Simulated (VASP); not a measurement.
Write the native input for VASP 6.6.1 that does the following.

```
Task                   : single point
Functional             : r2SCAN
Potentials or basis    : VASP PAW PBE potentials, release 64 (Sb, Pt)
Cutoff                 : 520 eV
k mesh                 : 12 × 12 × 8
Occupations            : gaussian, width 0.1 eV
Spin                   : no spin polarisation
Dipole correction      : no
Further INCAR settings : ALGO = Normal; EDIFF = 1e-07; NBANDS = 23
```

Crystal: SbPt.

```xyz
4
Lattice="4.0370 0.0000 0.0000 -2.0185 3.4962 0.0000 0.0000 0.0000 5.3899" Properties=species:S:1:pos:R:3 pbc="T T T"
Sb    0.0000    2.3308    1.3475
Sb    2.0185    1.1654    4.0424
Pt    0.0000    0.0000    0.0000
Pt    0.0000    0.0000    2.6950
```

The input as run:

POSCAR

```
SbPt
1.0
    4.0370257660      0.0000000000      0.0000000000
   -2.0185128830      3.4961668691      0.0000000000
    0.0000000000      0.0000000000      5.3899257125
Sb Pt
2 2
Direct
    0.3333333333      0.6666666667      0.2500000000
    0.6666666667      0.3333333333      0.7500000000
    0.0000000000      0.0000000000      0.0000000000
    0.0000000000      0.0000000000      0.5000000000
```

INCAR.step1

```
SYSTEM = SbPt
  PREC = Accurate
  ENCUT = 520
  ISMEAR = 0
  SIGMA = 0.1
  LREAL = .False.
  LASPH = .True.
  NELM = 60
  NBANDS = 23
  GGA = PE
  ALGO = Normal
  EDIFF = 1E-4
  LWAVE = .True.
  LCHARG = .False.
```

INCAR.step2

```
SYSTEM = SbPt
  PREC = Accurate
  ENCUT = 520
  EDIFF = 1E-7
  ISMEAR = 0
  SIGMA = 0.1
  LREAL = .False.
  LASPH = .True.
  NELM = 60
  ALGO = Normal
  ISIF = 2
  LWAVE = .False.
  LCHARG = .False.
  METAGGA = R2SCAN
  LMIXTAU = .True.
  NBANDS = 23
  ISTART = 1
```

KPOINTS

```
regular mesh
0
Gamma
  12 12 8
  0 0 0
```

Potentials or basis: VASP PAW PBE potentials, release 64 (Sb, Pt).

The run is started by

```bash
$ cat potpaw_PBE.64/Sb/POTCAR potpaw_PBE.64/Pt/POTCAR > POTCAR
$ cp INCAR.step1 INCAR
$ mpirun -np 1 vasp_std > vasp.out
$ cp INCAR.step2 INCAR
$ mpirun -np 1 vasp_std > vasp.out
```

It gave:

| Quantity | Value |
| --- | --- |
| Pressure | 16.4 GPa |
| Band gap on the k mesh | zero (bands 15 and 16 overlap by 4.75 eV) |

Caveat: the cell stands under pressure; the PAW data sets were made with another functional, which shifts forces and pressure a little; spin-orbit coupling is left out, which moves the levels of the heavy elements.

Wall time 12 min on 1 thread of Intel Xeon 8259CL (shared host), peak memory 0.3 GiB.
